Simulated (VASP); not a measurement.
# Ba7LiTi8O23 (a cell with a defect) in VASP: single point with PBEsol

Aim: the single point of Ba7LiTi8O23 (a cell with a defect) with PBEsol.

Everything below comes from runs of VASP 6.6.1. Logs are shortened: lines on timing, memory, paths and dates and some standing lists are left out, and cuts for length are marked.

## (1) The cell of the first run

The cell holds a defect, 39 atoms: a = 7.940 Å, b = 7.940 Å, c = 7.940 Å, α = 90.00°, β = 90.00°, γ = 90.00°.

## (2) Single point, PBEsol, collinear spin

INCAR reads:

```
PREC     = Accurate       # precision mode
ENCUT    = 650            # plane-wave cutoff, eV
EDIFF    = 1E-6           # SCF threshold, eV
ISMEAR   = -1             # smearing method
SIGMA    = 0.05           # smearing width, eV
LREAL    = Auto         
LASPH    = T              # aspherical terms in the spheres
NELM     = 200            # most SCF steps
ALGO     = Normal         # electronic algorithm
ISIF     = 2              # what is computed and relaxed
LWAVE    = F              # write WAVECAR
LCHARG   = F              # write CHGCAR
ISPIN    = 2              # spin polarisation
MAGMOM   = 0 0 0 0 0 0 0 0.667 0.667 0.667 0 0 0 0 0 0 0 0 0 0 0 0 0 0 0 0 0 0 0 0 0 0 0 0 0 0 0 0 0 # initial moments
LORBIT   = 11             # projections on sites
LMAXMIX  = 4              # l up to which the mixer works
GGA      = PS             # functional
NELECT   = 308.0        
ISYM     = -1           
NBANDS   = 182            # bands
GGA_COMPAT= F
```

KPOINTS reads:

```
explicit points
1
Reciprocal
  0.25000000   0.25000000   0.25000000 1
```

POSCAR reads:

```
Ba7LiTi8O23
1.0
    7.9404200000      0.0000000000      0.0000000000
    0.0000000000      7.9404200000      0.0000000000
    0.0000000000      0.0000000000      7.9404200000
Ba Li Ti O
7 1 8 23
Direct
    0.9969570000      0.9975280000      0.9982770000
    0.9956420000      0.9961310000      0.5026810000
    0.9960640000      0.5027160000      0.0015590000
    0.9974500000      0.5022870000      0.5028000000
    0.5021350000      0.9965340000      0.0015870000
    0.5017070000      0.9979260000      0.5028140000
    0.5027400000      0.5032650000      0.9996220000
    0.5645400000      0.5654850000      0.4468940000
    0.2426140000      0.2430820000      0.2365100000
    0.2609650000      0.2615170000      0.7618940000
    0.2568000000      0.7344150000      0.2590610000
    0.2565050000      0.7555660000      0.7492690000
    0.7339400000      0.2573880000      0.2590810000
    0.7550050000      0.2571250000      0.7492430000
    0.7552070000      0.7557640000      0.2481710000
    0.7496190000      0.7502420000      0.7474520000
    0.2445600000      0.2451120000      0.0017740000
    0.2499180000      0.7493150000      0.0024260000
    0.2445470000      0.7490590000      0.5017370000
    0.7488400000      0.2503980000      0.0024210000
    0.7485840000      0.2449680000      0.5017190000
    0.7466640000      0.7471060000      0.0028830000
    0.7448080000      0.7453000000      0.5006880000
    0.0067680000      0.2518110000      0.2618140000
    0.9965810000      0.2470050000      0.7457690000
    0.9966780000      0.7476950000      0.2509710000
    0.9939170000      0.7465320000      0.7518290000
    0.4971050000      0.2489250000      0.2547350000
    0.4918170000      0.2440850000      0.7509430000
    0.4983700000      0.7435930000      0.2574020000
    0.4957810000      0.7485770000      0.7520250000
    0.2513260000      0.0072600000      0.2618180000
    0.2466000000      0.9970540000      0.7457730000
    0.2484630000      0.4975750000      0.2547100000
    0.2435860000      0.4923080000      0.7509520000
    0.7471880000      0.9971200000      0.2509300000
    0.7459880000      0.9943510000      0.7518300000
    0.7430920000      0.4988230000      0.2573850000
    0.7481150000      0.4962250000      0.7520000000
```

Potentials or basis: VASP PAW PBE potentials, release 64 (Ba_sv, Li_sv, Ti_sv, O).

Launch:

```
$ cat potpaw_PBE.64/Ba_sv/POTCAR potpaw_PBE.64/Li_sv/POTCAR potpaw_PBE.64/Ti_sv/POTCAR potpaw_PBE.64/O/POTCAR > POTCAR
$ mpirun -np 1 vasp_std > vasp.out
```

OUTCAR:

```text
PREC = Accurate
   ENCUT = 650
   EDIFF = 1E-6
   ISMEAR = -1
   LREAL = Auto
   LASPH = T
   NELM = 200
   ISIF = 2
   ISPIN = 2
   LORBIT = 11
   GGA = PS
   NELECT = 308.0
   ISYM = -1

 ion  position               nearest neighbor table
   1  0.997  0.998  0.998-  17 2.78  37 2.79  27 2.79  22 2.81  20 2.81  18 2.81  25 2.82  33 2.82
                            36 2.82  26 2.82  24 2.91  32 2.91   9 3.34  15 3.36  16 3.42  12 3.44
   2  0.996  0.996  0.503-  25 2.77  33 2.77  21 2.78  19 2.78  24 2.79  32 2.79  27 2.80  37 2.80
                            26 2.81  36 2.81  23 2.82  15 3.37  16 3.38  12 3.43  14 3.43   9 3.49
   3  0.996  0.503  0.002-  27 2.77  22 2.77  26 2.78  39 2.79  35 2.80  20 2.80  18 2.81  34 2.84
                            17 2.84  38 2.86  24 2.87  25 2.87  14 3.39  15 3.40   9 3.40  10 3.42
   4  0.997  0.502  0.503-  24 2.76  27 2.77  19 2.77  35 2.78  23 2.78  26 2.79  25 2.80  39 2.80
                            34 2.80  38 2.81  21 2.84  14 3.37  11 3.37  16 3.39  15 3.44  13 3.45
   5  0.502  0.997  0.002-  37 2.77  22 2.77  36 2.78  31 2.79  29 2.80  18 2.80  20 2.81  28 2.84
                            17 2.84  30 2.86  33 2.87  32 2.87  12 3.39  15 3.40   9 3.40  10 3.42
   6  0.502  0.998  0.503-  32 2.76  37 2.77  21 2.77  29 2.78  23 2.78  36 2.79  33 2.80  31 2.80
                            28 2.80  30 2.81  19 2.84  12 3.37  13 3.37  16 3.39  15 3.44  11 3.45
   7  0.503  0.503  1.000-  22 2.74  31 2.77  39 2.77  30 2.80  38 2.80  18 2.80  20 2.80  35 2.85
                            29 2.85  34 2.86  28 2.86  17 2.90  10 3.31  11 3.38  13 3.38  16 3.42
   8  0.565  0.565  0.447-  23 2.07  30 2.13  38 2.13  15 2.66   6 3.50   4 3.50   7 3.62
   9  0.243  0.243  0.237-  17 1.86  32 1.88  24 1.88  28 2.03  34 2.03   1 3.34   5 3.40   3 3.40
                             7 3.47   2 3.49   6 3.53   4 3.54
  10  0.261  0.262  0.762-  35 1.84  29 1.84  17 1.91  25 2.11  33 2.11   7 3.31   3 3.42   5 3.42
                             4 3.50   6 3.50   1 3.51   2 3.62
  11  0.257  0.734  0.259-  34 1.88  30 1.92  19 1.93  18 2.04  26 2.07  32 2.17   4 3.37   7 3.38
                             3 3.44   6 3.45   5 3.51   2 3.52   1 3.59
  12  0.257  0.756  0.749-  31 1.90  33 1.92  19 1.97  18 2.01  27 2.09  35 2.09   6 3.37   5 3.39
                             2 3.43   7 3.43   1 3.44   4 3.48   3 3.51
  13  0.734  0.257  0.259-  28 1.88  38 1.92  21 1.93  20 2.04  36 2.07  24 2.17   6 3.37   7 3.38
                             5 3.44   4 3.45   3 3.51   2 3.52   1 3.59
  14  0.755  0.257  0.749-  39 1.90  25 1.92  21 1.97  20 2.01  37 2.09  29 2.09   4 3.37   3 3.39
                             2 3.43   7 3.43   1 3.44   6 3.48   5 3.51
  15  0.755  0.756  0.248-  36 1.92  26 1.92  22 1.95  23 2.01  30 2.04  38 2.04   8 2.66   1 3.36
                             2 3.37   5 3.40   3 3.40   6 3.44   4 3.44   7 3.45
  16  0.750  0.750  0.747-  37 1.94  27 1.94  23 1.96  31 2.02  39 2.02  22 2.03   2 3.38   6 3.39
                             4 3.39   1 3.42   7 3.42   5 3.43   3 3.43
  17  0.245  0.245  0.002-   9 1.86  10 1.91   1 2.78   3 2.84   5 2.84   7 2.90
  18  0.250  0.749  0.002-  12 2.01  11 2.04   7 2.80   5 2.80   3 2.81   1 2.81
  19  0.245  0.749  0.502-  11 1.93  12 1.97   4 2.77   2 2.78   6 2.84
  20  0.749  0.250  0.002-  14 2.01  13 2.04   7 2.80   3 2.80   5 2.81   1 2.81
  21  0.749  0.245  0.502-  13 1.93  14 1.97   6 2.77   2 2.78   4 2.84
  22  0.747  0.747  0.003-  15 1.95  16 2.03   7 2.74   3 2.77   5 2.77   1 2.81
  23  0.745  0.745  0.501-  16 1.96  15 2.01   8 2.07   4 2.78   6 2.78   2 2.82
  24  0.007  0.252  0.262-   9 1.88  13 2.17   4 2.76   2 2.79   3 2.87   1 2.91
  25  0.997  0.247  0.746-  14 1.92  10 2.11   2 2.77   4 2.80   1 2.82   3 2.87
  26  0.997  0.748  0.251-  15 1.92  11 2.07   3 2.78   4 2.79   2 2.81   1 2.82
  27  0.994  0.747  0.752-  16 1.94  12 2.09   4 2.77   3 2.77   1 2.79   2 2.80
  28  0.497  0.249  0.255-  13 1.88   9 2.03   6 2.80   5 2.84   7 2.86
  29  0.492  0.244  0.751-  10 1.84  14 2.09   6 2.78   5 2.80   7 2.85
  30  0.498  0.744  0.257-  11 1.92  15 2.04   8 2.13   7 2.80   6 2.81   5 2.86
  31  0.496  0.749  0.752-  12 1.90  16 2.02   7 2.77   5 2.79   6 2.80
  32  0.251  0.007  0.262-   9 1.88  11 2.17   6 2.76   2 2.79   5 2.87   1 2.91
  33  0.247  0.997  0.746-  12 1.92  10 2.11   2 2.77   6 2.80   1 2.82   5 2.87
  34  0.248  0.498  0.255-  11 1.88   9 2.03   4 2.80   3 2.84   7 2.86
  35  0.244  0.492  0.751-  10 1.84  12 2.09   4 2.78   3 2.80   7 2.85
  36  0.747  0.997  0.251-  15 1.92  13 2.07   5 2.78   6 2.79   2 2.81   1 2.82
  37  0.746  0.994  0.752-  16 1.94  14 2.09   6 2.77   5 2.77   1 2.79   2 2.80
  38  0.743  0.499  0.257-  13 1.92  15 2.04   8 2.13   7 2.80   4 2.81   3 2.86
  39  0.748  0.496  0.752-  14 1.90  16 2.02   7 2.77   3 2.79   4 2.80

IMPORTANT INFORMATION: All symmetrisations will be switched off!
NOSYMM: (Re-)initialisation of all symmetry stuff for point group C_1.

----------------------------------------------------------------------------------------

                                     Primitive cell

  volume of cell :     500.6456

  direct lattice vectors                    reciprocal lattice vectors
     7.940420000  0.000000000  0.000000000     0.125937923  0.000000000  0.000000000
     0.000000000  7.940420000  0.000000000     0.000000000  0.125937923  0.000000000
     0.000000000  0.000000000  7.940420000     0.000000000  0.000000000  0.125937923

[... 126 lines left out ...]
   NELECT =     308.0000    total number of electrons
   NUPDOWN=      -1.0000    fix difference up-down
   EMIN   =  10.00;   EMAX   =-10.00  energy-range for DOS
   EFERMI =   0.00;   METHOD = LEGACY
   ISMEAR =    -1;   SIGMA  =   0.05  broadening in eV -4-tet -1-fermi 0-gaus
   EFERMI_NEDOS =   21; number of points for ismear=-14 and -15
   IALGO  =     38    algorithm
   IMIX   =      4    mixing-type and parameters
     AMIX     =   0.40;   BMIX     =  1.00
     AMIX_MAG =   1.60;   BMIX_MAG =  1.00
  volume/ion in A,a.u.               =      12.84        86.63
  Fermi-wavevector in a.u.,A,eV,Ry     =   1.392349  2.631159 26.376759  1.938637
  Thomas-Fermi vector in A             =   2.516101
   LORBIT       =     11    0 simple, 1 ext, 2 COOP (PROOUT), +10 PAW based schemes
   GGA     = PS    functional components
   LHFCALC =     F    Hartree Fock is set to
   AEXX    =    0.0000 exact exchange contribution
   IVDW    =     0    specifies the selected vdW correction
   LEPSILON=     F    determine dielectric tensor
   LRPA    =     F    only Hartree local field effects (RPA)
 spin polarized calculation
  energy-cutoff  :      650.00
  volume of cell :      500.65
 maximum number of plane-waves:     18865
 NGX is ok and might be reduce to    70
   NGX = 33   NGY = 33   NGZ = 33

 number of electron     308.0000013 magnetization      -0.0048861

 number of electron     308.0000013 magnetization       0.0011846

 Free energy of the ion-electron system (eV)
  ---------------------------------------------------
  ext. energy  EPLUGINS =         0.00000000
  ---------------------------------------------------
  free energy    TOTEN  =      -317.17345612 eV

  energy without entropy =     -317.07783836  energy(sigma->0) =     -317.12564724

 E-fermi :   6.0050     XC(G=0): -11.3197

 val. band max:        5.9128466184   @ k =   0.2500   0.2500   0.2500
 cond. band min:       6.1407955284   @ k =   0.2500   0.2500   0.2500
 fundamental gap:      0.2279489100
 Fermi energy:         6.0049650244

 spin component 1

 k-point     1 :       0.2500    0.2500    0.2500
  band No.  band energies     occupation
      1     -52.4783      1.00000
      2     -52.4540      1.00000
      3     -52.3732      1.00000
      4     -52.3730      1.00000
      5     -52.3643      1.00000
      6     -52.3636      1.00000
[... 158 lines left out ...]
    165       7.1964      0.00000
    166       7.2233      0.00000
 Fermi energy:         6.0049650244

 spin component 2

 k-point     1 :       0.2500    0.2500    0.2500
  band No.  band energies     occupation
      1     -52.4782      1.00000
      2     -52.4539      1.00000
      3     -52.3732      1.00000
      4     -52.3729      1.00000
      5     -52.3643      1.00000
      6     -52.3635      1.00000
[... 158 lines left out ...]
    165       7.1965      0.00000
    166       7.2234      0.00000
 [bands above 166 left out]

------------------------ aborting loop because EDIFF is reached ----------------------------------------

  FORCE on cell =-STRESS in cart. coord.  units (eV):
  Direction    XX          YY          ZZ          XY          YZ          ZX
  --------------------------------------------------------------------------------------
  -------------------------------------------------------------------------------------
  Total       12.5688936     12.6363809     14.0382893     -2.0069447     -2.4231065     -2.4146807
  in kB       40.2232547     40.4392289     44.9256477     -6.4226692     -7.7544797     -7.7275154
  external PRESSURE =      41.8627104 kB  Pullay stress =       0.0000000 kB

 VOLUME and BASIS-vectors are now :
 -----------------------------------------------------------------------------
  energy-cutoff  :      650.00
  volume of cell :      500.65
      direct lattice vectors                 reciprocal lattice vectors
     7.940420000  0.000000000  0.000000000     0.125937923  0.000000000  0.000000000
     0.000000000  7.940420000  0.000000000     0.000000000  0.125937923  0.000000000
     0.000000000  0.000000000  7.940420000     0.000000000  0.000000000  0.125937923

 POSITION                                       TOTAL-FORCE (eV/Angst)
 -----------------------------------------------------------------------------------
      7.91626      7.92079      7.92674         0.057304      0.055461      0.019878
      7.90582      7.90970      3.99150         0.053179      0.057073     -0.023417
      7.90917      3.99178      0.01238         0.023886     -0.051976      0.021634
      7.92017      3.98837      3.99244         0.036742     -0.057303     -0.005936
      3.98716      7.91290      0.01260        -0.048019      0.026910      0.021225
      3.98376      7.92395      3.99255        -0.052868      0.039766     -0.007141
[... 31 lines left out ...]
      5.90046      3.96086      2.04375        -0.016613      0.044211      0.027157
      5.94035      3.94023      5.97120        -0.028857      0.051233     -0.031908
 -----------------------------------------------------------------------------------
    total drift:                                0.024275     -0.021037     -0.009248

  FREE ENERGIE OF THE ION-ELECTRON SYSTEM (eV)
  ---------------------------------------------------
  free  energy   TOTEN  =      -317.1734561191 eV

  energy  without entropy=     -317.0778383585  energy(sigma->0) =     -317.12564724

 total charge

# of ion       s       p       d       tot
------------------------------------------
    1        2.005   5.638   0.355   7.998
    2        2.007   5.636   0.376   8.019
    3        2.006   5.638   0.367   8.011
    4        2.008   5.635   0.380   8.022
    5        2.006   5.638   0.367   8.011
    6        2.008   5.635   0.380   8.023
[... 31 lines left out ...]
   38        1.555   3.474   0.000   5.029
   39        1.558   3.468   0.000   5.026
--------------------------------------------------
tot         69.642 169.450  17.156 256.249

 magnetization (x)

# of ion       s       p       d       tot
------------------------------------------
    1       -0.000  -0.000   0.000   0.000
    2        0.000   0.000   0.000   0.000
    3        0.000  -0.000   0.000   0.000
    4        0.000   0.000   0.000   0.000
    5        0.000  -0.000   0.000   0.000
    6        0.000   0.000   0.000   0.000
[... 31 lines left out ...]
   38       -0.000  -0.000   0.000  -0.000
   39       -0.000  -0.000   0.000  -0.000
--------------------------------------------------
tot          0.000  -0.000   0.001   0.000
```

It took 9.3 min on 1 thread of Intel Xeon 6975P-C (Granite Rapids), shared host; peak memory 1.1 GiB.

Results:

```
Free energy                                           : -317.1735 eV
Largest force                                         : 0.119 eV/Å
Net moment                                            : 0.00 μB per cell
Valence electrons inside the program's atomic spheres : Ba 8.00, 8.02, 8.01 (each value once); Li 2.05; Ti 10.41, 10.30, 10.29, 10.33 (each value once); O 5.05, 5.01, 5.02, 5.03 (each value once)
```

Forces in eV/Å, atoms in the order of the input:
```
Ba   0.057  0.055  0.020
Ba   0.053  0.057 -0.023
Ba   0.024 -0.052  0.022
Ba   0.037 -0.057 -0.006
Ba  -0.048  0.027  0.021
Ba  -0.053  0.040 -0.007
Ba  -0.083 -0.082  0.024
Li  -0.034 -0.035  0.002
Ti   0.033  0.016  0.028
Ti  -0.001  0.004 -0.021
Ti   0.001  0.015 -0.011
Ti   0.001 -0.003  0.004
Ti   0.017 -0.014 -0.012
Ti   0.013 -0.008  0.021
Ti  -0.018  0.004  0.039
Ti  -0.008 -0.022 -0.012
O   -0.010 -0.012 -0.027
O   -0.008 -0.008 -0.013
O    0.035 -0.035  0.011
O   -0.010 -0.005 -0.014
O   -0.035  0.035  0.013
O   -0.007 -0.004 -0.001
O   -0.041 -0.040 -0.004
O   -0.055 -0.010 -0.021
O   -0.019  0.026  0.005
O   -0.031  0.027 -0.010
O   -0.031  0.026 -0.004
O    0.010  0.022  0.025
O    0.052  0.039 -0.020
O    0.040 -0.015  0.027
O    0.048 -0.028 -0.032
O   -0.012 -0.056 -0.020
O    0.021 -0.015  0.007
O    0.021  0.016  0.028
O    0.037  0.056 -0.021
O    0.027 -0.030 -0.010
O    0.025 -0.029 -0.004
O   -0.017  0.044  0.027
O   -0.029  0.051 -0.032
```

Caveat: the cell carries a net charge on a neutralising background, which shifts energy and pressure; the cell is charged against a uniform background, so pressure and absolute levels hang on convention; the PAW data sets were made with another functional, which shifts forces and pressure a little; spin-orbit coupling is left out, which moves the levels of the heavy elements.
